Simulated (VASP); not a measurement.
Runs of VASP 6.6.1 on SbSe. The structure is that of space group Fm-3m (No. 225), or close to it. The cells are those of the table. 

```tsv
task	cell	k mesh	cutoff (eV)	smearing	gap on the mesh (eV)	pressure (GPa)	relaxed volume (Å³/atom)
single point	a = 4.245 Å, angles 60.0°, 2 atoms	12 × 12 × 12	520	fermi-dirac 0.15 eV	none	-0.1	-
relaxation of cell and atoms	relaxed from a = 4.240 Å, angles 60.0°, 2 atoms	12 × 12 × 12	600	fermi-dirac 0.15 eV	none	0.0	(a)
single point	a = 3.531 Å, angles 60.0°, 2 atoms	6 × 6 × 6	520	gaussian 0.1 eV	none	104.9	-
relaxation of cell and atoms	relaxed from a = 4.240 Å, angles 60.0°, 2 atoms	12 × 12 × 12	600	gaussian 0.1 eV	none	0.0	26.92
single point	a = 4.240 Å, angles 60.0°, 2 atoms	12 × 12 × 12	520	gaussian 0.1 eV	none	-0.1	-
```

Alike in all rows: level PBE; potentials or basis VASP PAW PBE potentials, release 64 (Sb, Se); no spin polarisation.

Question: Fill in the values left out.

Answer: (a) 26.99.

Caveats: some runs use coarse meshes; spin-orbit coupling is left out, which moves the levels of the heavy elements.

A k mesh can miss the band edges, and the runs leave out spin-orbit coupling on Sb, Se.

A gap of «none» marks levels without a gap at the run's occupations.
